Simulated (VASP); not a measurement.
Input of a VASP 6.6.1 run:

The input INCAR:

```
SYSTEM = B
PREC     = Accurate       ! precision mode
ENCUT    = 520            ! plane-wave cutoff, eV
EDIFF    = 1E-6           ! SCF threshold, eV
ISMEAR   = 0              ! smearing method
SIGMA    = 0.1            ! smearing width, eV
LREAL    = .FALSE.        ! projectors in reciprocal space
LASPH    = .TRUE.         ! aspherical terms in the spheres
NELM     = 60             ! most SCF steps
ALGO     = Normal         ! electronic algorithm
ISIF     = 2              ! what is computed and relaxed
LWAVE    = .FALSE.        ! write WAVECAR
LCHARG   = .FALSE.        ! write CHGCAR
GGA      = PE             ! functional
NBANDS   = 12             ! bands
```

The input KPOINTS:

```
Automatic mesh
0
G
  18 18 18
  0 0 0
```

File POSCAR:

```
B
1.0
    2.6961559110      0.0000000000      0.0000000000
    0.0000000000      2.6961559110      0.0000000000
    0.0000000000      0.0000000000      2.6961559110
B
3
Direct
    0.0000000000      0.5000000000      0.5000000000
    0.5000000000      0.0000000000      0.5000000000
    0.5000000000      0.5000000000      0.0000000000
```

Potentials or basis: VASP PAW PBE potentials, release 64 (B).

Command:

```sh
$ cat potpaw_PBE.64/B/POTCAR > POTCAR
$ mpirun -np 1 vasp_std > vasp.out
```

**Question.** What does it give for the band gap on the k mesh?

**Answer.** Zero (an odd number of electrons rules out a gap without spin polarisation).

**Question.** Estimate the pressure.

**Answer.** 0.0 GPa.

Caveat: an odd number of electrons without spin polarisation forces a metal; a magnetic or distorted state may lie lower.
